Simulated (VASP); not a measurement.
The system is ZnO (zincite).

```
Zn O
1.0
     3.22750    0.00000    0.00000
    -1.61375    2.79510    0.00000
     0.00000    0.00000    5.17077
Zn O
2 2
Direct
  0.66667 0.33333 0.00000
  0.33333 0.66667 0.50000
  0.33333 0.66667 0.87901
  0.66667 0.33333 0.37901
```

Base run:

* Program: VASP 6.6.1
* Functional: BLYP
* Dispersion: D3(BJ)
* Potentials or basis: VASP PAW PBE potentials, release 64 (Zn, O)
* Cutoff: 520 eV
* k mesh: 9 × 9 × 5
* Occupations: fermi-dirac, width 0.05 eV
* Spin: no spin polarisation

Its results: band gap on the k mesh 1.00 eV, direct; pressure 7.1 GPa; largest force 0.076 eV/Å.

Q: After a change of settings the same cell gave: band gap on the k mesh 0.71 eV, direct; pressure -0.4 GPa; largest force 0.073 eV/Å. Which change was it?
A. functional from BLYP to PBEsol
B. functional from BLYP to revPBE; dispersion from D3(BJ) to none
C. functional from BLYP to revPBE; dispersion from D3(BJ) to D4
D. functional from BLYP to RPBE; further incar settings from ALGO = Normal; EDIFF = 1e-06; NBANDS = 26 to ALGO = Normal; EDIFF = 1e-07; NBANDS = 26

A: A.

PBEsol binds more tightly than BLYP, so the same cell stands under less pressure.

Caveats: the PAW data sets were made with another functional, which shifts forces and pressure a little.
